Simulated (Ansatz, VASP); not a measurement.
**One calculation of CdF2, two programs**

File POSCAR:

```
CdF2
1.0
    0.0000000000      2.6940000000      2.6940000000
    2.6940000000      0.0000000000      2.6940000000
    2.6940000000      2.6940000000      0.0000000000
Cd F
1 2
Direct
    0.0069599109     -0.0069599109      0.0069599109
    0.2500000000      0.2500000000      0.2500000000
    0.7500000000      0.7500000000      0.7500000000
```

File INCAR.step1:

```
PREC = Accurate
ENCUT = 520
ISMEAR = 0
SIGMA = 0.05
LREAL = F
LASPH = T
NELM = 100
NBANDS = 20
GGA = PE
ALGO = Normal
EDIFF = 1E-4
LWAVE = T
LCHARG = F
```

INCAR.step2

```
PREC = Accurate
ENCUT = 520
EDIFF = 1E-6
ISMEAR = 0
SIGMA = 0.05
LREAL = F
LASPH = T
NELM = 100
ALGO = Normal
ISIF = 2
LWAVE = F
LCHARG = F
METAGGA = R2SCAN
LMIXTAU = T
NBANDS = 20
ISTART = 1
```

KPOINTS

```
Automatic mesh
0
Gamma
  8 8 8
```

Input for Ansatz:

```yaml
crystal:
  lattice:
    - [0.0, 2.694, 2.694]
    - [2.694, 0.0, 2.694]
    - [2.694, 2.694, 0.0]
  atoms:
    - { symbol: Cd, position: [0.0069599109, -0.0069599109, 0.0069599109] }
    - { symbol: F, position: [0.25, 0.25, 0.25] }
    - { symbol: F, position: [0.75, 0.75, 0.75] }
basis:
  ecutwfc: 500
kpoints:
  mp_grid: { grid: [8, 8, 8] }
hamiltonian:
  xc: r2scan
scf:
  occupations: { method: gaussian, width: 0.05 }
output:
  forces: true
  stress: true
  eigenvalues: true
```

Change from the starting cell: all Cd atoms moved +0.037 Å, as atom 1 along Cartesian [0 1 0].

Alike in both runs: task single point; functional r2SCAN; k mesh 8 × 8 × 8; occupations gaussian, width 0.05 eV; no spin polarisation.

|  | VASP | Ansatz |
| --- | --- | --- |
| version | VASP 6.6.1 | Ansatz 0.2.0 |
| potentials or method | VASP PAW PBE potentials, release 64 (Cd, F), cutoff 520 eV | scalar-relativistic, plane waves, PAW |
| valence electrons in the cell | 26 | 34 |

|  | VASP | Ansatz | Ansatz less VASP |
| --- | --- | --- | --- |
| gap on the k mesh at the Fermi level (eV) | 3.75 | 3.79 | +0.044 |
| least direct gap on the mesh (eV) | 4.25 | 4.31 | +0.053 |
| pressure (GPa) | 1.1 | 0.1 | -0.99 |
| rms of the force components (eV/Å) | 0.091 | 0.081 | -0.0107 |

VASP's potentials were made for PBE, not for r2SCAN. Atom by atom the forces differ by 0.011 eV/Å (rms over components). VASP's potentials hold 26 valence electrons a cell and Ansatz's 34, so a difference there can come from the potentials and not from the codes.
